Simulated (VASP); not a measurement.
Write the native input for VASP 6.6.1 that does the following.

| Quantity | Value |
| --- | --- |
| Task | single point |
| Functional | LDA |
| Potentials or basis | VASP PAW LDA potentials, release 64 (Al) |
| Cutoff | 520 eV |
| k mesh | 19 × 19 × 4 |
| Occupations | gaussian, width 0.15 eV |
| Spin | no spin polarisation |
| Dipole correction | no |
| Further INCAR settings | ALGO = Fast; EDIFF = 1e-06; NBANDS = 18 |

The structure of Al lies in POSCAR:

```
Al
1.0
    2.0239800000     -2.0239800000      0.0000000000
    2.0239800000      0.0000000000     -2.0239800000
    8.2402575673      8.2402575673      8.2402575673
Al
6
Direct
    0.6666666667      0.6666666667      0.0818572796
    0.0000000000      0.0000000000      0.9005938234
    0.3333333333      0.3333333333      0.2456045884
    0.6666666667      0.6666666667      0.5730992059
    0.0000000000      0.0000000000      0.4093518971
    0.3333333333      0.3333333333      0.7368465146
```

This cell differs from its parent crystal: the distance across one plane changed.

The input as run:

INCAR

```
PREC = Accurate
ENCUT = 520
EDIFF = 1E-6
ISMEAR = 0
SIGMA = 0.15
LREAL = False
LASPH = True
NELM = 100
ALGO = Fast
ISIF = 2
LWAVE = False
LCHARG = True
LELF = True
LVHAR = True
NBANDS = 18
```

KPOINTS

```
Automatic mesh
0
Gamma
  19 19 4
```

Potentials or basis: VASP PAW LDA potentials, release 64 (Al).

Run with:

```console
$ cat potpaw_LDA.64/Al/POTCAR > POTCAR
$ mpirun -np 1 vasp_std > vasp.out
```

It gave:

* Pressure: -4.4 GPa
* Largest force: 0.354 eV/Å
* Band gap on the k mesh: zero (bands 9 and 10 overlap by 5.26 eV)

Caveat: the cell differs from its parent crystal (the distance across one plane changed); the cell stands under tension.

It took 6.1 min on 1 thread of AMD EPYC 7R43 64-Core Processor (Zen 3) (shared host), peak memory 0.28 GiB.
